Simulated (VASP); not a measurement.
A run of VASP 6.6.1 is set up as follows.

File POSCAR:

```
CoPdO2
1.0
    1.4224998100      0.8212806500      5.9600012600
   -1.4224998100      0.8212806500      5.9600012600
    0.0000000000     -1.6425613000      5.9600012600
Co Pd O
1 1 2
Direct
    0.5000000000      0.5000000000      0.5000000000
    0.0000000000      0.0000000000      0.0000000000
    0.1121500000      0.1121500000      0.1121500000
    0.8878500000      0.8878500000      0.8878500000
```

INCAR.step1

```
PREC = Accurate ; ENCUT = 520
ISMEAR = 0 ; SIGMA = 0.05
LREAL = False ; LASPH = True
NELM = 150 ; ISPIN = 2
MAGMOM = 3 -2 0 0 ; LMAXMIX = 4
LDAU = True ; LDAUTYPE = 1
LDAUL = 2 2 -1 ; LDAUU = 4 4 0
LDAUJ = 0.9 0.9 0 ; NBANDS = 28
GGA = PE ; ALGO = Normal
EDIFF = 1E-4 ; LWAVE = True
LCHARG = False
```

File INCAR.step2:

```
PREC = Accurate ; ENCUT = 520
EDIFF = 1E-7 ; ISMEAR = 0
SIGMA = 0.05 ; LREAL = False
LASPH = True ; NELM = 150
ALGO = Normal ; ISIF = 2
LWAVE = False ; LCHARG = False
ISPIN = 2 ; MAGMOM = 3 -2 0 0
LORBIT = 11 ; LMAXMIX = 4
LDAU = True ; LDAUTYPE = 1
LDAUL = 2 2 -1 ; LDAUU = 4 4 0
LDAUJ = 0.9 0.9 0 ; LDAUPRINT = 1
METAGGA = R2SCAN ; LMIXTAU = True
NBANDS = 28 ; ISTART = 1
```

File KPOINTS:

```
Automatic mesh
0
Gamma
  8 8 8
```

Potentials or basis: VASP PAW PBE potentials, release 64 (Co, Pd, O).

Launch:

```bash
$ cat potpaw_PBE.64/Co/POTCAR potpaw_PBE.64/Pd/POTCAR potpaw_PBE.64/O/POTCAR > POTCAR
$ cp INCAR.step1 INCAR
$ mpirun -np 1 vasp_std > vasp.out
$ cp INCAR.step2 INCAR
$ mpirun -np 1 vasp_std > vasp.out
```

What does it give for the largest force?

1.626 eV/Å.

Estimate the net moment.

3.30 μB per cell.

Estimate the site moments.

Co +3.11; Pd -0.40; O +0.27 μB.

Eigenvalues of the final occupation matrices:
```tsv
site	spin	trace	eigenvalues
site 1 d	1	5.08	0.98 0.99 0.99 1.06 1.06
site 1 d	2	2.01	0.10 0.10 0.42 0.42 0.97
site 2 d	1	4.19	0.49 0.89 0.89 0.96 0.96
site 2 d	2	4.57	0.81 0.93 0.93 0.95 0.95
```

Caveat: the PAW data sets were made with another functional, which shifts forces and pressure a little; a cell with one magnetic atom can't hold antiferromagnetic order, which such compounds often take. The state reached can hang on the start; a lower one may exist.
